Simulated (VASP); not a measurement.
Ca, 1 atom in the cell. It takes space group Fm-3m (No. 225, cubic). Conventional cell: a = 5.354 Å, b = 5.354 Å, c = 5.354 Å, α = 90.00°, β = 90.00°, γ = 90.00°. Within 5.0 Å of Ca (site symmetry m-3m) lie 12 Ca at 3.79 Å.  This cell differs from its parent crystal: volume scaled by 0.91.

- Program: VASP 6.6.1
- Task: single point
- Functional: PBE
- Potentials or basis: VASP PAW PBE potentials, release 64 (Ca_sv)
- Cutoff: 520 eV
- k mesh: 14 × 14 × 14
- Occupations: gaussian, width 0.1 eV
- Spin: no spin polarisation
- Dipole correction: no
- Further INCAR settings: ALGO = Normal; EDIFF = 1e-06; NBANDS = 11

Potentials or basis: VASP PAW PBE potentials, release 64 (Ca_sv).

Launch:

```bash
$ cat potpaw_PBE.64/Ca_sv/POTCAR > POTCAR
$ mpirun -np 1 vasp_std > vasp.out
```

Hardware: 1 thread of Intel Xeon 6975P-C (shared host).

Problem. How long does it take, and how much memory?

Solution. Run time: 27 s on 1 thread of Intel Xeon 6975P-C, on a shared host, peak memory 0.18 GiB. Counts: scf iterations 10, k points 104.
